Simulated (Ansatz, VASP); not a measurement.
**Two plane-wave programs on Si2Mo**

```
CELL_PARAMETERS angstrom
-1.55524 1.55524 3.81314
1.55524 -1.55524 3.81314
1.55524 1.55524 -3.81314
ATOMIC_POSITIONS crystal
Si 0.33506 0.33506 0.00000
Si 0.66494 0.66494 0.00000
Mo 0.00000 0.00000 0.00000
```

Change from the starting cell: mode 4 frozen in at +0.000 Å, equal normal strain along x, y and z -0.0250.

Alike in both runs: task single point; functional PBEsol; k mesh 18 × 18 × 18; occupations gaussian, width 0.15 eV; no spin polarisation.

```csv
,VASP,Ansatz
version,VASP 6.6.1,Ansatz 0.2.0
potentials or method,"VASP PAW PBE potentials, release 64 (Si, Mo_sv), cutoff 520 eV","scalar-relativistic, plane waves, PAW"
valence electrons in the cell,22,22
```

```csv
,VASP,Ansatz,Ansatz less VASP
gap on the k mesh at the Fermi level (eV),none,none,-
pressure (GPa),20.4,19.9,-0.45
"traceless stress, the component that is largest in VASP (GPa)",1.75,1.74,0.000
rms of the force components (eV/Å),0.094,0.091,-0.0027
```

VASP's potentials were made for PBE, not for PBEsol, and Ansatz warns of the same on its side. Atom by atom the forces differ by 0.003 eV/Å (rms over components). A gap of «none» marks a metal or a gap that the smearing closes. The functional is the same, so the differences come from potentials, cutoffs and numerics.
